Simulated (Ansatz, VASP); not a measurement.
Given: the input of a run of Ansatz 0.2.0 on In.

The input input.yaml:

```yaml
crystal:
  lattice:
    - [-1.8440955744, 1.8440955744, 1.8440955744]
    - [1.8440955744, -1.8440955744, 1.8440955744]
    - [1.8440955744, 1.8440955744, -1.8440955744]
  atoms:
    - { symbol: In, position: [0.0, 0.0, 0.0] }
hamiltonian:
  xc: { exchange: pbe, correlation: pbe, exx: { coeff: 0.25, omega: 0.3 } }
  pseudopotentials: { kind: paw }
kpoints:
  mp_grid: { grid: [5, 5, 5] }
scf:
  occupations: { method: fermi_dirac, width: 0.05 }
output:
  forces: true
  stress: true
  eigenvalues: true
```

Potentials or basis: Ansatz PAW.

Command:

```bash
$ ansatz run input.yaml --threads 2 --pin off --max-ram 5632MiB --backend cpu --events-out ev --progress --plain --runs-dir out
```

Problem. Translate it to VASP 6.6.1. Potentials there: VASP PAW PBE potentials, release 64 (In_d).

Solution. As run (the cutoff follows the program's own potentials):

File POSCAR:

```
In
1.0
   -1.8440955744      1.8440955744      1.8440955744
    1.8440955744     -1.8440955744      1.8440955744
    1.8440955744      1.8440955744     -1.8440955744
In
1
Direct
    0.0000000000      0.0000000000      0.0000000000
```

The input INCAR.step1:

```
SYSTEM = In
PREC = Accurate
ENCUT = 520
EDIFF = 1E-5
ISMEAR = -1
SIGMA = 0.05
LREAL = .False.
LASPH = .True.
NELM = 100
ALGO = Normal
ISIF = 2
LWAVE = .True.
LCHARG = .False.
GGA = PE
NBANDS = 12
```

INCAR.step2

```
SYSTEM = In
PREC = Accurate
ENCUT = 520
EDIFF = 1E-6
ISMEAR = -1
SIGMA = 0.05
LREAL = .False.
LASPH = .True.
NELM = 100
ALGO = Normal
ISIF = 2
LWAVE = .False.
LCHARG = .False.
GGA = PE
LHFCALC = .True.
AEXX = 0.25
HFSCREEN = 0.3
PRECFOCK = Normal
ISTART = 1
NBANDS = 12
```

The input KPOINTS:

```
regular mesh
0
Gamma
  5 5 5
  0 0 0
```

Potentials or basis: VASP PAW PBE potentials, release 64 (In_d).

Run with:

```console
$ cat potpaw_PBE.64/In_d/POTCAR > POTCAR
$ cp INCAR.step1 INCAR
$ mpirun -np 1 vasp_std > vasp.out
$ cp INCAR.step2 INCAR
$ mpirun -np 1 vasp_std > vasp.out
```

Both were run:

|  | VASP | Ansatz | Ansatz less VASP |
| --- | --- | --- | --- |
| gap on the k mesh at the Fermi level (eV) | none | none | - |
| pressure (GPa) | 2.5 | 2.7 | +0.22 |

VASP's potentials were made for PBE, not for PBE-based screened hybrid. A gap of «none» marks a metal or a gap that the smearing closes.

The k mesh is coarse, so the values compare programs but aren't converged.
